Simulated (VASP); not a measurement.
Runs of VASP 6.6.1 on SnSe. The structure is that of space group Fm-3m (No. 225), or close to it. The cells are those of the table. 

```csv
cell,gap on the mesh (eV),pressure (GPa)
"a = 4.185 Å, angles 60.0°, 2 atoms",0.85,-1.0
"a = 4.271 Å, angles 60.0°, 2 atoms",0.58,(a)
"a = 4.228 Å, angles 60.0°, 2 atoms",0.71,-2.6
"a = 4.354 Å, angles 60.0°, 2 atoms",(b),-6.2
"a = 4.313 Å, angles 60.0°, 2 atoms",(c),-5.2
```

Alike in all rows: task single point; level LDA; potentials or basis VASP PAW LDA potentials, release 64 (Sn_d, Se); no spin polarisation; k mesh 6 × 6 × 6; cutoff (eV) 520; smearing gaussian 0.01 eV.

**Question.** Fill in the values left out.

**Answer.** (a) -4.0; (b) 0.36; (c) 0.46.

Caveats: spin-orbit coupling is left out, which moves the levels of the heavy elements.

A k mesh can miss the band edges, and the runs leave out spin-orbit coupling on Se, Sn.
